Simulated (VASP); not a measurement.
Wanted: the native input for a VASP 6.6.1 run.

| Item | Value |
| --- | --- |
| Task | single point |
| Functional | PBEsol |
| Potentials or basis | VASP PAW PBE potentials, release 64 (W_sv, C, Ge_d) |
| Cutoff | 520 eV |
| k mesh | 3 × 3 × 1 |
| Occupations | fermi-dirac, width 0.05 eV |
| Spin | no spin polarisation |
| Dipole correction | no |
| Further INCAR settings | LREAL = Auto; ALGO = Normal; EDIFF = 1e-06; NBANDS = 93 |

The structure of GeW8C8 lies in POSCAR:

```
GeW8C8
1.0
    5.8078000000      0.0000000000      0.0000000000
   -2.9039000000      5.0297020000      0.0000000000
    0.0000000000      0.0000000000     17.2439500000
W C Ge
8 8 1
Direct
    0.0000000000      0.0000000000      0.0579913535
   -0.0125903188      0.0040559063      0.2296805546
   -0.0000037380      0.5000097421      0.0579913535
   -0.0277230537      0.4893729291      0.2241597778
    0.5000000000      0.0000000000      0.0579913535
    0.4857950401     -0.0105374036      0.2209006637
    0.5000134802      0.5000097421      0.0579913535
    0.4854118666      0.5056561999      0.2354912882
    0.3317394164      0.1661132210      0.1433198310
    0.3290140902      0.1440642010      0.2997631053
    0.3716182486      0.6800800525      0.1280623059
    0.3108108109      0.6819887142      0.2914413461
    0.8179800498      0.1374236486      0.1323130721
    0.7897307616      0.1692545602      0.2982379327
    0.8337240823      0.6581503238      0.1375844862
    0.8188557238      0.6856469827      0.2971071013
    0.4702354401      0.9766980231      0.3832068639
```

One way to write it, as run:

INCAR

```
SYSTEM = GeW8C8
PREC = Accurate
ENCUT = 520
EDIFF = 1E-6
ISMEAR = -1
SIGMA = 0.05
LREAL = Auto
LASPH = .True.
NELM = 60
ALGO = Normal
ISIF = 2
LWAVE = .False.
LCHARG = .False.
GGA = PS
NBANDS = 93
```

KPOINTS

```
regular mesh
0
Gamma
  3 3 1
  0 0 0
```

Potentials or basis: VASP PAW PBE potentials, release 64 (W_sv, C, Ge_d).

Command:

```sh
$ cat potpaw_PBE.64/W_sv/POTCAR potpaw_PBE.64/C/POTCAR potpaw_PBE.64/Ge_d/POTCAR > POTCAR
$ mpirun -np 1 vasp_std > vasp.out
```

It gave:

- Largest force: 3.262 eV/Å
- Band gap on the k mesh: zero (bands 79 and 80 overlap by 0.63 eV)

Caveat: the k points lie up to 0.42 Å⁻¹ apart, too coarse for converged energies and pressures of a metal; the atoms stand as in a frame of molecular dynamics; there is no dipole correction, which matters where the two faces differ; the PAW data sets were made with another functional, which shifts forces and pressure a little; spin-orbit coupling is left out, which moves the levels of the heavy elements.

It took 7.5 min on 1 thread of Intel(R) Xeon(R) 6975P-C (Granite Rapids) (shared host), peak memory 0.68 GiB.
